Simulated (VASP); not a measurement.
Here is a VASP 6.6.1 calculation.

File INCAR:

```
SYSTEM = Pt
  PREC = Accurate
  ENCUT = 520
  EDIFF = 1E-7
  ISMEAR = -1
  SIGMA = 0.05
  LREAL = .False.
  LASPH = .True.
  NELM = 100
  ALGO = Normal
  ISIF = 2
  LWAVE = .False.
  LCHARG = .True.
  GGA = CA
  LELF = .True.
  LVHAR = .True.
  NBANDS = 17
```

KPOINTS

```
regular mesh
0
Gamma
  11 11 6
  0 0 0
```

POSCAR

```
Pt
1.0
    2.7043096880      0.0000000000      0.0000000000
   -1.3521548440      2.3420008895      0.0000000000
    0.0000000000      0.0000000000      4.6943078975
Pt
2
Direct
    0.3333333333      0.6666666667      0.2500000000
    0.6666666667      0.3333333333      0.7500000000
```

Potentials or basis: VASP PAW LDA potentials, release 64 (Pt).

Run with:

```console
$ cat potpaw_LDA.64/Pt/POTCAR > POTCAR
$ mpirun -np 1 vasp_std > vasp.out
```

Problem. What does it give for the band gap on the k mesh?

Solution. Zero (band 10 reaches 11.85 eV, above the bottom of band 11 at 10.53 eV).

Problem. Estimate the pressure.

Solution. 1.0 GPa.

Stress tensor (GPa, compression positive):
```
 2.16  0.00  0.00
 0.00  2.16  0.00
 0.00  0.00 -1.45
```

Caveat: spin-orbit coupling is left out, which moves the levels of the heavy elements.
